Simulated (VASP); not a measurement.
# SnBiCl3 (Pm-3m) in VASP: single point with PBE

Aim: the single point of SnBiCl3 with PBE.

Everything below comes from runs of VASP 6.6.1. Logs are shortened: lines on timing, memory, paths and dates and some standing lists are left out, and cuts for length are marked.

## (1) The cell of the first run

Symmetry: Pm-3m, No. 221, cubic system. Conventional cell: a = 5.555 Å, b = 5.555 Å, c = 5.555 Å, α = 90.00°, β = 90.00°, γ = 90.00°. Sn (site symmetry m-3m) has 12 Cl at 3.93 Å and 8 Bi at 4.81 Å within 5.2 Å. Bi (site symmetry m-3m) has 6 Cl at 2.78 Å within 3.7 Å. Cl (site symmetry 4/mmm) has 2 Bi at 2.78 Å within 3.7 Å.

## (2) Single point, PBE

Contents of POSCAR:

```
SnBiCl3
1.0
    5.5545164970      0.0000000000      0.0000000000
    0.0000000000      5.5545164970      0.0000000000
    0.0000000000      0.0000000000      5.5545164970
Sn Bi Cl
1 1 3
Direct
    0.0000000000      0.0000000000      0.0000000000
    0.5000000000      0.5000000000      0.5000000000
    0.0000000000      0.5000000000      0.5000000000
    0.5000000000      0.5000000000      0.0000000000
    0.5000000000      0.0000000000      0.5000000000
```

Contents of INCAR.step1:

```
PREC = Accurate
ENCUT = 520
EDIFF = 1E-7
ISMEAR = 0
SIGMA = 0.1
LREAL = F
LASPH = T
NELM = 60
ALGO = Normal
ISIF = 2
LWAVE = F
LCHARG = T
GGA = PE
NBANDS = 33
```

Contents of KPOINTS.step1:

```
Automatic mesh
0
Gamma
  8 8 8
```

Contents of INCAR.step2:

```
PREC = Accurate
ENCUT = 520
EDIFF = 1E-7
ISMEAR = -5
SIGMA = 0.1
LREAL = F
LASPH = T
NELM = 60
ALGO = Normal
ISIF = 2
LWAVE = F
LCHARG = F
GGA = PE
LORBIT = 11
NBANDS = 33
NEDOS = 1001
ICHARG = 11
```

Contents of KPOINTS.step2:

```
Automatic mesh
0
Gamma
  12 12 12
```

Potentials or basis: VASP PAW PBE potentials, release 64 (Sn_d, Bi_d, Cl).

The run is started by

```bash
$ cat potpaw_PBE.64/Sn_d/POTCAR potpaw_PBE.64/Bi_d/POTCAR potpaw_PBE.64/Cl/POTCAR > POTCAR
$ cp INCAR.step1 INCAR
$ cp KPOINTS.step1 KPOINTS
$ mpirun -np 1 vasp_std > vasp.out
$ cp INCAR.step2 INCAR
$ cp KPOINTS.step2 KPOINTS
$ mpirun -np 1 vasp_std > vasp.out
```

OUTCAR:

```text
PREC = Accurate
   ENCUT = 520
   EDIFF = 1E-7
   ISMEAR = -5
   LREAL = F
   LASPH = T
   NELM = 60
   ISIF = 2
   GGA = PE
   LORBIT = 11
   ICHARG = 11

 ion  position               nearest neighbor table
   1  0.000  0.000  0.000-
   2  0.500  0.500  0.500-   3 2.78   4 2.78   5 2.78   4 2.78   5 2.78   3 2.78
   3  0.000  0.500  0.500-   2 2.78   2 2.78
   4  0.500  0.500  0.000-   2 2.78   2 2.78
   5  0.500  0.000  0.500-   2 2.78   2 2.78

  LATTYP: Found a simple cubic cell.
 ALAT       =     5.5545164970

  Lattice vectors:

 A1 = (   5.5545164970,   0.0000000000,   0.0000000000)
 A2 = (   0.0000000000,   5.5545164970,   0.0000000000)
 A3 = (   0.0000000000,   0.0000000000,   5.5545164970)

Analysis of symmetry for initial positions (statically):
=====================================================================
 Subroutine PRICEL returns:
 Original cell was already a primitive cell.

 Routine SETGRP: Setting up the symmetry group for a
 simple cubic supercell.

 Subroutine GETGRP returns: Found 48 space group operations
 (whereof 48 operations were pure point group operations)
 out of a pool of 48 trial point group operations.

The static configuration has the point symmetry O_h .

Analysis of symmetry for dynamics (positions and initial velocities):
=====================================================================
 Subroutine PRICEL returns:
 Original cell was already a primitive cell.

 Routine SETGRP: Setting up the symmetry group for a
 simple cubic supercell.

 Subroutine GETGRP returns: Found 48 space group operations
 (whereof 48 operations were pure point group operations)
 out of a pool of 48 trial point group operations.

The dynamic configuration has the point symmetry O_h .

 Subroutine INISYM returns: Found 48 space group operations
 (whereof 48 operations are pure point group operations),
 and found     1 'primitive' translations

----------------------------------------------------------------------------------------

                                     Primitive cell

  volume of cell :     171.3716

  direct lattice vectors                    reciprocal lattice vectors
     5.554516497  0.000000000  0.000000000     0.180033672  0.000000000  0.000000000
     0.000000000  5.554516497  0.000000000     0.000000000  0.180033672  0.000000000
     0.000000000  0.000000000  5.554516497     0.000000000  0.000000000  0.180033672

  length of vectors
     5.554516497  5.554516497  5.554516497     0.180033672  0.180033672  0.180033672

  position of ions in fractional coordinates (direct lattice)
     0.000000000  0.000000000  0.000000000
     0.500000000  0.500000000  0.500000000
     0.000000000  0.500000000  0.500000000
     0.500000000  0.500000000  0.000000000
     0.500000000  0.000000000  0.500000000

  ion indices of the primitive-cell ions
   primitive index   ion index
                 1           1
                 2           2
                 3           3
                 4           4
                 5           5

----------------------------------------------------------------------------------------

 KPOINTS: Automatic mesh

Automatic generation of k-mesh.
 Grid dimensions read from file:
 generate k-points for:   12   12   12

 Generating k-lattice:

  Cartesian coordinates                     Fractional coordinates (reciprocal lattice)
     0.015002806  0.000000000  0.000000000     0.083333333  0.000000000  0.000000000
     0.000000000  0.015002806  0.000000000     0.000000000  0.083333333  0.000000000
     0.000000000  0.000000000  0.015002806     0.000000000  0.000000000  0.083333333

  Length of vectors
     0.015002806  0.015002806  0.015002806

  Shift w.r.t. Gamma in fractional coordinates (k-lattice)
     0.000000000  0.000000000  0.000000000

 TETIRR: Found    854 inequivalent tetrahedra from    10368

 Subroutine IBZKPT returns following result:
 ===========================================

 Found     84 irreducible k-points:

 Following reciprocal coordinates:
            Coordinates               Weight
  0.000000  0.000000  0.000000      1.000000
  0.083333  0.000000  0.000000      6.000000
  0.166667  0.000000  0.000000      6.000000
  0.250000  0.000000  0.000000      6.000000
  0.333333  0.000000  0.000000      6.000000
  0.416667  0.000000  0.000000      6.000000
[... 16 lines left out ...]
  0.333333  0.333333  0.000000     12.000000
  0.416667  0.333333  0.000000     24.000000
 [... further k-points ...]
   k-points           NKPTS =     84   k-points in BZ     NKDIM =     84   number of bands    NBANDS=     33
   number of dos      NEDOS =   1001   number of ions     NIONS =      5
   total plane-waves  NPLWV =  74088
   dimension x,y,z NGX =    42 NGY =   42 NGZ =   42
   dimension x,y,z NGXF=    84 NGYF=   84 NGZF=   84
   ions per type =               1   1   3
   NGX,Y,Z   is equivalent  to a cutoff of  12.57, 12.57, 12.57 a.u.
   NGXF,Y,Z  is equivalent  to a cutoff of  25.14, 25.14, 25.14 a.u.
 SYSTEM =  unknown system
   PREC   = accura    normal or accurate (medium, high low for compatibility)
   ISTART =      0    job   : 0-new  1-cont  2-samecut
   ICHARG =     11    charge: 1-file 2-atom 10-const
   ISPIN  =      1    spin polarized calculation?
   LNONCOLLINEAR =      F non collinear calculations
   LSORBIT =      F    spin-orbit coupling
   LASPH  =      T    aspherical Exc in radial PAW
   ENCUT  =  520.0 eV  38.22 Ry    6.18 a.u.  10.33 10.33 10.33*2*pi/ulx,y,z
   NELM   =     60;   NELMIN=  2; NELMDL=  0     # of ELM steps
   EDIFF  = 0.1E-06   stopping-criterion for ELM
   LREAL  =      F    real-space projection
   EDIFFG = 0.1E-05   stopping-criterion for IOM
   NSW    =      0    number of steps for IOM
   IBRION =     -1    ionic relax: 0-MD 1-quasi-New 2-CG
   NFREE  =      0    steps in history (QN), initial steepest desc. (CG)
   ISIF   =      2    stress and relaxation
   ISYM   =      2    0-nonsym 1-usesym 2-fastsym
   POTIM  = 0.5000    time-step for ionic-motion
   TEBEG  =    0.0;   TEEND  =   0.0 temperature during run
   PSTRESS=    0.0 pullay stress
   NELECT =      50.0000    total number of electrons
   NUPDOWN=      -1.0000    fix difference up-down
   EMIN   =  10.00;   EMAX   =-10.00  energy-range for DOS
   EFERMI =   0.00;   METHOD = LEGACY
   ISMEAR =    -5;   SIGMA  =   0.10  broadening in eV -4-tet -1-fermi 0-gaus
   EFERMI_NEDOS =   21; number of points for ismear=-14 and -15
   IALGO  =     38    algorithm
   IMIX   =      4    mixing-type and parameters
     AMIX     =   0.40;   BMIX     =  1.00
     AMIX_MAG =   1.60;   BMIX_MAG =  1.00
  volume/ion in A,a.u.               =      34.27       231.29
  Fermi-wavevector in a.u.,A,eV,Ry     =   1.085805  2.051874 16.040900  1.178973
  Thomas-Fermi vector in A             =   2.221927
   LORBIT       =     11    0 simple, 1 ext, 2 COOP (PROOUT), +10 PAW based schemes
   GGA     = PE    functional components
   LHFCALC =     F    Hartree Fock is set to
   AEXX    =    0.0000 exact exchange contribution
   IVDW    =     0    specifies the selected vdW correction
   LEPSILON=     F    determine dielectric tensor
   LRPA    =     F    only Hartree local field effects (RPA)
 non-spin polarized calculation
 Fermi weights with tetrahedron method with Bloechl corrections
  energy-cutoff  :      520.00
  volume of cell :      171.37
 maximum number of plane-waves:      4656
 NGX is ok and might be reduce to    42

 number of electron      50.0000004 magnetization

 Free energy of the ion-electron system (eV)
  ---------------------------------------------------
  ext. energy  EPLUGINS =         0.00000000
  ---------------------------------------------------
  free energy    TOTEN  =       -14.39596629 eV

  energy without entropy =      -14.39596629  energy(sigma->0) =      -14.39596629

 E-fermi :   3.5702     XC(G=0):  -8.0794

 val. band max:        3.5834028007   @ k =   0.4167   0.4167   0.0000
 cond. band min:       3.5452428791   @ k =   0.5000   0.2500   0.1667
 fundamental gap:     -0.0381599216
 Fermi energy:         3.5702226303

 k-point     1 :       0.0000    0.0000    0.0000
  band No.  band energies     occupation
      1     -20.7388      2.00000
      2     -20.7388      2.00000
      3     -20.6929      2.00000
      4     -20.6929      2.00000
      5     -20.6929      2.00000
      6     -19.2219      2.00000
[... 25 lines left out ...]
     32       7.9124      0.00000
     33       8.3400      0.00000

 k-point     2 :       0.0833    0.0000    0.0000
  band No.  band energies     occupation
      1     -20.7388      2.00000
      2     -20.7381      2.00000
      3     -20.6929      2.00000
      4     -20.6929      2.00000
      5     -20.6929      2.00000
      6     -19.2219      2.00000
[... 25 lines left out ...]
     32       8.0116      0.00000
     33       8.3759      0.00000
[... 754 lines left out ...]
     32       9.4631      0.00000
     33       9.7697      0.00000

 k-point    24 :       0.4167    0.3333    0.0000
  band No.  band energies     occupation
      1     -20.7346      2.00000
      2     -20.7258      2.00000
      3     -20.6935      2.00000
      4     -20.6932      2.00000
      5     -20.6932      2.00000
      6     -19.2218      2.00000
[... 25 lines left out ...]
     32       9.6498      0.00000
     33       9.8894      0.00000

 [... further k-points ...]

------------------------ aborting loop because EDIFF is reached ----------------------------------------

  FORCE on cell =-STRESS in cart. coord.  units (eV):
  Direction    XX          YY          ZZ          XY          YZ          ZX
  --------------------------------------------------------------------------------------
  -------------------------------------------------------------------------------------
  Total        0.1929831      0.1929831      0.1929831      0.0000000      0.0000000     -0.0000000
  in kB        1.8042266      1.8042266      1.8042266      0.0000000      0.0000000     -0.0000000
  external PRESSURE =       1.8042266 kB  Pullay stress =       0.0000000 kB

 VOLUME and BASIS-vectors are now :
 -----------------------------------------------------------------------------
  energy-cutoff  :      520.00
  volume of cell :      171.37
      direct lattice vectors                 reciprocal lattice vectors
     5.554516497  0.000000000  0.000000000     0.180033672  0.000000000  0.000000000
     0.000000000  5.554516497  0.000000000     0.000000000  0.180033672  0.000000000
     0.000000000  0.000000000  5.554516497     0.000000000  0.000000000  0.180033672

 POSITION                                       TOTAL-FORCE (eV/Angst)
 -----------------------------------------------------------------------------------
      0.00000      0.00000      0.00000         0.000000      0.000000      0.000000
      2.77726      2.77726      2.77726         0.000000      0.000000      0.000000
      0.00000      2.77726      2.77726         0.000000      0.000000      0.000000
      2.77726      2.77726      0.00000         0.000000      0.000000      0.000000
      2.77726      0.00000      2.77726         0.000000      0.000000      0.000000
 -----------------------------------------------------------------------------------
    total drift:                                0.000000     -0.000000      0.000000

  FREE ENERGIE OF THE ION-ELECTRON SYSTEM (eV)
  ---------------------------------------------------
  free  energy   TOTEN  =       -14.3959662927 eV

  energy  without entropy=      -14.3959662927  energy(sigma->0) =      -14.39596629

 total charge

# of ion       s       p       d       tot
------------------------------------------
    1        1.394   0.547   9.928  11.868
    2        1.636   0.977   9.962  12.576
    3        1.618   3.468   0.000   5.086
    4        1.618   3.468   0.000   5.086
    5        1.618   3.468   0.000   5.086
--------------------------------------------------
tot          7.885  11.928  19.890  39.703
```

Run time: 14 min. Hardware: 1 thread of Intel Xeon 8259CL, shared host; peak memory 0.56 GiB.

What came out:

```
Valence electrons inside the program's atomic spheres : Sn 11.87; Bi 12.58; Cl 5.09
```

Caveat: spin-orbit coupling is left out, which moves the levels of the heavy elements.
